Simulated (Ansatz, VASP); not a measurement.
**SrTiO3 in VASP and in Ansatz**

Contents of INCAR:

```
SYSTEM = SrTiO3
PREC     = Accurate       ! precision mode
ENCUT    = 520            ! plane-wave cutoff, eV
EDIFF    = 1E-6           ! SCF threshold, eV
ISMEAR   = -1             ! smearing method
SIGMA    = 0.05           ! smearing width, eV
LREAL    = .FALSE.        ! projectors in reciprocal space
LASPH    = .TRUE.         ! aspherical terms in the spheres
NELM     = 100            ! most SCF steps
ALGO     = Normal         ! electronic algorithm
ISIF     = 2              ! what is computed and relaxed
LWAVE    = .FALSE.        ! write WAVECAR
LCHARG   = .TRUE.         ! write CHGCAR
GGA      = PS             ! functional
LELF     = .TRUE.         ! ELF
LVHAR    = .TRUE.       
NBANDS   = 28             ! bands
```

File KPOINTS:

```
regular mesh
0
G
  7 7 7
  0 0 0
```

File POSCAR:

```
SrTiO3
1.0
    3.9050000000      0.0000000000      0.0000000000
    0.0000000000      3.9050000000      0.0000000000
    0.0000000000      0.0000000000      3.9831000000
Sr Ti O
1 1 3
Direct
    0.0000000000      0.0000000000      0.0000000000
    0.5000000000      0.5000000000      0.5000000000
    0.0000000000      0.5000000000      0.5000000000
    0.5000000000      0.0000000000      0.5000000000
    0.5000000000      0.5000000000      0.0000000000
```

Input for Ansatz:

```yaml
crystal:
  lattice:
    - [3.905, 0.0, 0.0]
    - [0.0, 3.905, 0.0]
    - [0.0, 0.0, 3.9831]
  atoms:
    - { symbol: Sr, position: [0.0, 0.0, 0.0] }
    - { symbol: Ti, position: [0.5, 0.5, 0.5] }
    - { symbol: O, position: [0.0, 0.5, 0.5] }
    - { symbol: O, position: [0.5, 0.0, 0.5] }
    - { symbol: O, position: [0.5, 0.5, 0.0] }
kpoints:
  mp_grid: { grid: [7, 7, 7] }
  band_path:
    path:
      - [0.0, 0.0, 0.0]
      - [0.0, 0.5, 0.0]
      - [0.5, 0.5, 0.0]
      - [0.0, 0.0, 0.0]
      - [0.0, 0.0, 0.5]
      - [0.0, 0.5, 0.5]
      - [0.5, 0.5, 0.5]
      - [0.0, 0.0, 0.5]
      - [0.0, 0.5, 0.0]
    npoints: 5
scf:
  occupations: { method: fermi_dirac, width: 0.05 }
hamiltonian:
  xc: pbesol
  pseudopotentials: { kind: all_electron, lapw: { basis_error: 0.001 } }
output:
  forces: true
  stress: true
  eigenvalues: true
```

Change from the starting cell: zz strain of +2 %.

Alike in both runs: task single point; functional PBEsol; k mesh 7 × 7 × 7; occupations fermi-dirac, width 0.05 eV; no spin polarisation.

|  | VASP | Ansatz |
| --- | --- | --- |
| version | VASP 6.6.1 | Ansatz 0.2.0 |
| potentials or method | VASP PAW PBE potentials, release 64 (Sr_sv, Ti_sv, O), cutoff 520 eV | all-electron LAPW, scalar-relativistic |

Ansatz gave:

```
gap on the k mesh at the Fermi level (eV)                     : 1.84
pressure (GPa)                                                : -5.2
traceless stress, the component that is largest in VASP (GPa) : -2.73
```

Q: Estimate VASP's values.

A: gap on the k mesh at the Fermi level (eV): 1.82; pressure (GPa): -4.6; traceless stress, the component that is largest in VASP (GPa): -2.78.

VASP's potentials were made for PBE, not for PBEsol. Ansatz ran all-electron here, and VASP with PAW potentials.
